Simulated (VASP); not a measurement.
# Pd (Fd-3m) in VASP: a series of runs

Pd is run at these levels: BLYP; tasks: single point.

All numbers are computed with VASP 6.6.1; they aren't measurements. Logs are shortened: lines on timing, memory, paths and dates and some standing lists are left out, and cuts for length are marked.

**1. The cell of the first run**

It takes space group Fd-3m (No. 227, cubic). Conventional cell: a = 5.854 Å, b = 5.854 Å, c = 5.854 Å, α = 90.00°, β = 90.00°, γ = 90.00°. Pd (site symmetry -43m) has 4 Pd at 2.53 Å within 3.3 Å.

**2. Single point, BLYP (volume scaled by 0.96)**

The input, INCAR:

```
SYSTEM = Pd
AGGAC = 1.0 ; AGGAX = 1.0
ALDAC = 0.0 ; ALDAX = 1.0
ALGO = Normal ; EDIFF = 1E-6
ENCUT = 520 ; GGA = B5
ISIF = 2 ; ISMEAR = -1
LASPH = .TRUE. ; LCHARG = .FALSE.
LREAL = .FALSE. ; LWAVE = .FALSE.
NBANDS = 17 ; NELM = 60
PREC = Accurate ; SIGMA = 0.1
```

The input, KPOINTS:

```
k-points
0
G
  10 10 10
  0 0 0
```

The input, POSCAR:

```
Pd
1.0
    0.0000000000      2.9268361568      2.9268361568
    2.9268361568      0.0000000000      2.9268361568
    2.9268361568      2.9268361568      0.0000000000
Pd
2
Direct
    0.1250000000      0.1250000000      0.1250000000
    0.8750000000      0.8750000000      0.8750000000
```

Potentials or basis: VASP PAW PBE potentials, release 64 (Pd).

Command:

```bash
cat potpaw_PBE.64/Pd/POTCAR > POTCAR
mpirun -np 1 vasp_std > vasp.out
```

OUTCAR:

```text
SYSTEM = Pd
   EDIFF = 1E-6
   ENCUT = 520
   GGA = B5
   ISIF = 2
   ISMEAR = -1
   LASPH = .TRUE.
   LREAL = .FALSE.
   NELM = 60
   PREC = Accurate

 ion  position               nearest neighbor table
   1  0.125  0.125  0.125-   2 2.53   2 2.53   2 2.53   2 2.53
   2  0.875  0.875  0.875-   1 2.53   1 2.53   1 2.53   1 2.53

  LATTYP: Found a face centered cubic cell.
 ALAT       =     5.8536723136

  Lattice vectors:

 A1 = (   0.0000000000,   2.9268361568,   2.9268361568)
 A2 = (   2.9268361568,   0.0000000000,   2.9268361568)
 A3 = (   2.9268361568,   2.9268361568,   0.0000000000)

Analysis of symmetry for initial positions (statically):
[... 6 lines left out ...]

 Subroutine GETGRP returns: Found 48 space group operations
 (whereof 12 operations were pure point group operations)
 out of a pool of 48 trial point group operations.

The static configuration has the point symmetry D_3d.
 The point group associated with its full space group is O_h .

Analysis of symmetry for dynamics (positions and initial velocities):
[... 6 lines left out ...]

 Subroutine GETGRP returns: Found 48 space group operations
 (whereof 12 operations were pure point group operations)
 out of a pool of 48 trial point group operations.

The dynamic configuration has the point symmetry D_3d.
 The point group associated with its full space group is O_h .

 Subroutine INISYM returns: Found 48 space group operations
 (whereof 12 operations are pure point group operations),
 and found     1 'primitive' translations

----------------------------------------------------------------------------------------

                                     Primitive cell

  volume of cell :      50.1447

  direct lattice vectors                    reciprocal lattice vectors
     0.000000000  2.926836157  2.926836157    -0.170832931  0.170832931  0.170832931
     2.926836157  0.000000000  2.926836157     0.170832931 -0.170832931  0.170832931
     2.926836157  2.926836157  0.000000000     0.170832931  0.170832931 -0.170832931

  length of vectors
     4.139171388  4.139171388  4.139171388     0.295891317  0.295891317  0.295891317

  position of ions in fractional coordinates (direct lattice)
     0.125000000  0.125000000  0.125000000
     0.875000000  0.875000000  0.875000000

  ion indices of the primitive-cell ions
   primitive index   ion index
                 1           1
                 2           2

----------------------------------------------------------------------------------------

 KPOINTS: k-points

Automatic generation of k-mesh.
 Grid dimensions read from file:
 generate k-points for:   10   10   10

 Generating k-lattice:

  Cartesian coordinates                     Fractional coordinates (reciprocal lattice)
    -0.017083293  0.017083293  0.017083293     0.100000000  0.000000000  0.000000000
     0.017083293 -0.017083293  0.017083293     0.000000000  0.100000000  0.000000000
     0.017083293  0.017083293 -0.017083293     0.000000000  0.000000000  0.100000000

  Length of vectors
     0.029589132  0.029589132  0.029589132

  Shift w.r.t. Gamma in fractional coordinates (k-lattice)
     0.000000000  0.000000000  0.000000000

 Subroutine IBZKPT returns following result:
 ===========================================

 Found     47 irreducible k-points:

 Following reciprocal coordinates:
            Coordinates               Weight
  0.000000  0.000000  0.000000      1.000000
  0.100000  0.000000  0.000000      8.000000
  0.200000  0.000000  0.000000      8.000000
  0.300000  0.000000  0.000000      8.000000
  0.400000  0.000000  0.000000      8.000000
  0.500000  0.000000  0.000000      4.000000
[... 16 lines left out ...]
  0.300000  0.300000  0.000000      6.000000
  0.400000  0.300000  0.000000     24.000000
 [... further k-points ...]
   k-points           NKPTS =     47   k-points in BZ     NKDIM =     47   number of bands    NBANDS=     17
   number of dos      NEDOS =    301   number of ions     NIONS =      2
   total plane-waves  NPLWV =  32768
   dimension x,y,z NGX =    32 NGY =   32 NGZ =   32
   dimension x,y,z NGXF=    64 NGYF=   64 NGZF=   64
   ions per type =               2
   NGX,Y,Z   is equivalent  to a cutoff of  12.85, 12.85, 12.85 a.u.
   NGXF,Y,Z  is equivalent  to a cutoff of  25.70, 25.70, 25.70 a.u.
 SYSTEM =  Pd
   PREC   = accura    normal or accurate (medium, high low for compatibility)
   ISTART =      0    job   : 0-new  1-cont  2-samecut
   ICHARG =      2    charge: 1-file 2-atom 10-const
   ISPIN  =      1    spin polarized calculation?
   LNONCOLLINEAR =      F non collinear calculations
   LSORBIT =      F    spin-orbit coupling
   LASPH  =      T    aspherical Exc in radial PAW
   ENCUT  =  520.0 eV  38.22 Ry    6.18 a.u.   7.70  7.70  7.70*2*pi/ulx,y,z
   NELM   =     60;   NELMIN=  2; NELMDL= -5     # of ELM steps
   EDIFF  = 0.1E-05   stopping-criterion for ELM
   LREAL  =      F    real-space projection
   EDIFFG = 0.1E-04   stopping-criterion for IOM
   NSW    =      0    number of steps for IOM
   IBRION =     -1    ionic relax: 0-MD 1-quasi-New 2-CG
   NFREE  =      0    steps in history (QN), initial steepest desc. (CG)
   ISIF   =      2    stress and relaxation
   ISYM   =      2    0-nonsym 1-usesym 2-fastsym
   POTIM  = 0.5000    time-step for ionic-motion
   TEBEG  =    0.0;   TEEND  =   0.0 temperature during run
   PSTRESS=    0.0 pullay stress
   NELECT =      20.0000    total number of electrons
   NUPDOWN=      -1.0000    fix difference up-down
   EMIN   =  10.00;   EMAX   =-10.00  energy-range for DOS
   EFERMI =   0.00;   METHOD = LEGACY
   ISMEAR =    -1;   SIGMA  =   0.10  broadening in eV -4-tet -1-fermi 0-gaus
   EFERMI_NEDOS =   21; number of points for ismear=-14 and -15
   IALGO  =     38    algorithm
   IMIX   =      4    mixing-type and parameters
     AMIX     =   0.40;   BMIX     =  1.00
     AMIX_MAG =   1.60;   BMIX_MAG =  1.00
  volume/ion in A,a.u.               =      25.07       169.20
  Fermi-wavevector in a.u.,A,eV,Ry     =   1.205063  2.277239 19.758065  1.452177
  Thomas-Fermi vector in A             =   2.340770
   LORBIT       =      0    0 simple, 1 ext, 2 COOP (PROOUT), +10 PAW based schemes
   GGA     = B5    functional components
   LHFCALC =     F    Hartree Fock is set to
   AEXX    =    0.0000 exact exchange contribution
   IVDW    =     0    specifies the selected vdW correction
   LEPSILON=     F    determine dielectric tensor
   LRPA    =     F    only Hartree local field effects (RPA)
 non-spin polarized calculation
  energy-cutoff  :      520.00
  volume of cell :       50.14
 maximum number of plane-waves:      1369
   NGX = 15   NGY = 15   NGZ = 15

 number of electron      20.0000005 magnetization

 Free energy of the ion-electron system (eV)
  ---------------------------------------------------
  ext. energy  EPLUGINS =         0.00000000
  ---------------------------------------------------
  free energy    TOTEN  =        -7.28761577 eV

  energy without entropy =       -7.11280866  energy(sigma->0) =       -7.20021221

 E-fermi :   4.1209     XC(G=0):  -9.2446

 val. band max:        4.1178397023   @ k =   0.4000   0.2000   0.1000
 cond. band min:       4.1283518575   @ k =  -0.4000   0.3000   0.0000
 fundamental gap:      0.0105121552
 Fermi energy:         4.1209331033

 k-point     1 :       0.0000    0.0000    0.0000
  band No.  band energies     occupation
      1      -0.1805      2.00000
      2       0.9282      2.00000
      3       0.9282      2.00000
      4       1.0573      2.00000
      5       1.0573      2.00000
      6       1.0573      2.00000
[... 9 lines left out ...]
     16      15.9467      0.00000
     17      15.9467      0.00000

 k-point     2 :       0.1000    0.0000    0.0000
  band No.  band energies     occupation
      1      -0.0431      2.00000
      2       0.8397      2.00000
      3       0.8397      2.00000
      4       1.0597      2.00000
      5       1.1813      2.00000
      6       1.1813      2.00000
[... 9 lines left out ...]
     16      16.8063      0.00000
     17      16.8182      0.00000

 k-point     3 :       0.2000    0.0000    0.0000
  band No.  band energies     occupation
      1       0.3266      2.00000
      2       0.7760      2.00000
      3       0.7760      2.00000
      4       1.0818      2.00000
      5       1.3182      2.00000
      6       1.3182      2.00000
[... 9 lines left out ...]
     16      17.1335      0.00000
     17      17.2373      0.00000

 k-point     4 :       0.3000    0.0000    0.0000
  band No.  band energies     occupation
      1       0.7400      2.00000
      2       0.7903      2.00000
      3       0.7903      2.00000
      4       1.1665      2.00000
      5       1.3448      2.00000
      6       1.3448      2.00000
[... 9 lines left out ...]
     16      16.9081      0.00000
     17      16.9206      0.00000

 k-point     5 :       0.4000    0.0000    0.0000
  band No.  band energies     occupation
      1       0.8726      2.00000
      2       0.8726      2.00000
      3       0.9507      2.00000
      4       1.2529      2.00000
      5       1.2553      2.00000
      6       1.2553      2.00000
[... 9 lines left out ...]
     16      16.6399      0.00000
     17      16.6401      0.00000

 k-point     6 :       0.5000    0.0000    0.0000
  band No.  band energies     occupation
      1       0.9476      2.00000
      2       0.9476      2.00000
      3       1.0201      2.00000
      4       1.1697      2.00000
      5       1.1697      2.00000
      6       1.2460      2.00000
[... 9 lines left out ...]
     16      16.5454      0.00000
     17      16.5454      0.00000
[... 281 lines left out ...]
 k-point    21 :      -0.3000    0.2000    0.0000
  band No.  band energies     occupation
      1       0.6550      2.00000
      2       0.6769      2.00000
      3       1.1508      2.00000
      4       1.2571      2.00000
      5       1.4028      2.00000
      6       1.7605      2.00000
[... 9 lines left out ...]
     16      17.7809      0.00000
     17      17.8390      0.00000

 k-point    22 :      -0.2000    0.2000    0.0000
  band No.  band energies     occupation
      1       0.6274      2.00000
      2       0.7251      2.00000
      3       1.0699      2.00000
      4       1.1579      2.00000
      5       1.2465      2.00000
      6       1.6966      2.00000
[... 9 lines left out ...]
     16      17.4579      0.00000
     17      17.7262      0.00000

 k-point    23 :       0.3000    0.3000    0.0000
  band No.  band energies     occupation
      1       0.4571      2.00000
      2       1.0053      2.00000
      3       1.0053      2.00000
      4       1.2867      2.00000
      5       1.5155      2.00000
      6       1.6038      2.00000
[... 9 lines left out ...]
     16      13.9563      0.00000
     17      20.6022      0.00000

 k-point    24 :       0.4000    0.3000    0.0000
  band No.  band energies     occupation
      1       0.4702      2.00000
      2       0.9278      2.00000
      3       0.9793      2.00000
      4       1.3649      2.00000
      5       1.6808      2.00000
      6       1.8169      2.00000
[... 9 lines left out ...]
     16      14.5698      0.00000
     17      20.7316      0.00000

 [... further k-points ...]
[... 5 lines left out ...]
  --------------------------------------------------------------------------------------
  -------------------------------------------------------------------------------------
  Total        0.7986290      0.7986290      0.7986290     -0.0000000     -0.0000000      0.0000000
  in kB       25.5170494     25.5170494     25.5170494     -0.0000000     -0.0000000      0.0000000
  external PRESSURE =      25.5170494 kB  Pullay stress =       0.0000000 kB

 VOLUME and BASIS-vectors are now :
 -----------------------------------------------------------------------------
  energy-cutoff  :      520.00
  volume of cell :       50.14
      direct lattice vectors                 reciprocal lattice vectors
     0.000000000  2.926836157  2.926836157    -0.170832931  0.170832931  0.170832931
     2.926836157  0.000000000  2.926836157     0.170832931 -0.170832931  0.170832931
     2.926836157  2.926836157  0.000000000     0.170832931  0.170832931 -0.170832931

 POSITION                                       TOTAL-FORCE (eV/Angst)
 -----------------------------------------------------------------------------------
      0.73171      0.73171      0.73171         0.000000      0.000000      0.000000
      5.12196      5.12196      5.12196        -0.000000     -0.000000     -0.000000
 -----------------------------------------------------------------------------------
    total drift:                                0.000000      0.000000      0.000000

  FREE ENERGIE OF THE ION-ELECTRON SYSTEM (eV)
  ---------------------------------------------------
  free  energy   TOTEN  =        -7.2876157673 eV

  energy  without entropy=       -7.1128086557  energy(sigma->0) =       -7.20021221
```

It took 26 s on 1 thread of AMD EPYC 9R45 (Zen 5), shared host; peak memory 0.16 GiB.

What came out:

| Quantity | Value |
| --- | --- |
| Free energy | -7.2876 eV |
| Pressure | 2.6 GPa |
| Band gap on the k mesh | zero (band 10 reaches 4.16 eV, above the bottom of band 11 at 3.82 eV) |

Levels at points of the mesh, in eV from the Fermi level:
| k point | band 6 | band 7 | band 8 | band 9 | band 10 | band 11 | band 12 | band 13 | band 14 | band 15 |
| --- | --- | --- | --- | --- | --- | --- | --- | --- | --- | --- |
| (0.00, 0.00, 0.00) | -3.06 | -1.29 | -1.29 | -1.29 | -0.19 | -0.19 | 11.39 | 11.39 | 11.39 | 11.83 |
| (0.50, 0.00, 0.00) | -2.87 | -0.99 | -0.99 | -0.35 | -0.35 | 0.20 | 1.21 | 8.30 | 8.30 | 10.84 |
| (0.50, 0.50, 0.00) | -1.81 | -1.74 | -1.74 | -0.18 | -0.18 | 1.91 | 1.91 | 4.82 | 4.82 | 9.51 |

Caveat: the cell differs from its parent crystal (volume scaled by 0.96); the PAW data sets were made with another functional, which shifts forces and pressure a little.

**3. Single point, BLYP**

This run uses another cell than the first one, of 26.12 Å³/atom, 1.042 times its volume.

The input, INCAR:

```
SYSTEM = Pd
AGGAC    = 1.0          
AGGAX    = 1.0          
ALDAC    = 0.0          
ALDAX    = 1.0          
ALGO     = Normal         ! electronic algorithm
EDIFF    = 1E-6           ! SCF threshold, eV
ENCUT    = 520            ! plane-wave cutoff, eV
GGA      = B5             ! functional
ISIF     = 2              ! what is computed and relaxed
ISMEAR   = -1             ! smearing method
LASPH    = .TRUE.         ! aspherical terms in the spheres
LCHARG   = .TRUE.         ! write CHGCAR
LELF     = .TRUE.         ! ELF
LREAL    = .FALSE.        ! projectors in reciprocal space
LVHAR    = .TRUE.       
LWAVE    = .FALSE.        ! write WAVECAR
NBANDS   = 17             ! bands
NELM     = 60             ! most SCF steps
PREC     = Accurate       ! precision mode
SIGMA    = 0.1            ! smearing width, eV
```

KPOINTS is that of step 2.

The input, POSCAR:

```
Pd
1.0
    0.0000000000      2.9669347856      2.9669347856
    2.9669347856      0.0000000000      2.9669347856
    2.9669347856      2.9669347856      0.0000000000
Pd
2
Direct
    0.1250000000      0.1250000000      0.1250000000
    0.8750000000      0.8750000000      0.8750000000
```

Potentials or basis: VASP PAW PBE potentials, release 64 (Pd).

Command:

```bash
cat potpaw_PBE.64/Pd/POTCAR > POTCAR
mpirun -np 1 vasp_std > vasp.out
```

Wall time 26 s (1 thread of AMD EPYC 9R45 (Zen 5), shared host); peak memory 0.16 GiB.

Results (log left out):

```yaml
Free_energy: -7.3045 eV
Pressure: 0.0 GPa
Band_gap_on_the_k_mesh: zero (band 10 reaches 3.75 eV, above the bottom of band 11 at 3.42 eV)
```

Levels at points of the mesh, in eV from the Fermi level:
| k point | band 6 | band 7 | band 8 | band 9 | band 10 | band 11 | band 12 | band 13 | band 14 | band 15 |
| --- | --- | --- | --- | --- | --- | --- | --- | --- | --- | --- |
| (0.00, 0.00, 0.00) | -2.90 | -1.21 | -1.21 | -1.21 | -0.19 | -0.19 | 11.07 | 11.07 | 11.07 | 11.54 |
| (0.50, 0.00, 0.00) | -2.73 | -0.93 | -0.93 | -0.33 | -0.33 | 0.30 | 1.16 | 8.10 | 8.10 | 10.76 |
| (0.50, 0.50, 0.00) | -1.72 | -1.64 | -1.64 | -0.18 | -0.18 | 1.87 | 1.87 | 4.78 | 4.78 | 9.30 |

Caveat: the PAW data sets were made with another functional, which shifts forces and pressure a little.
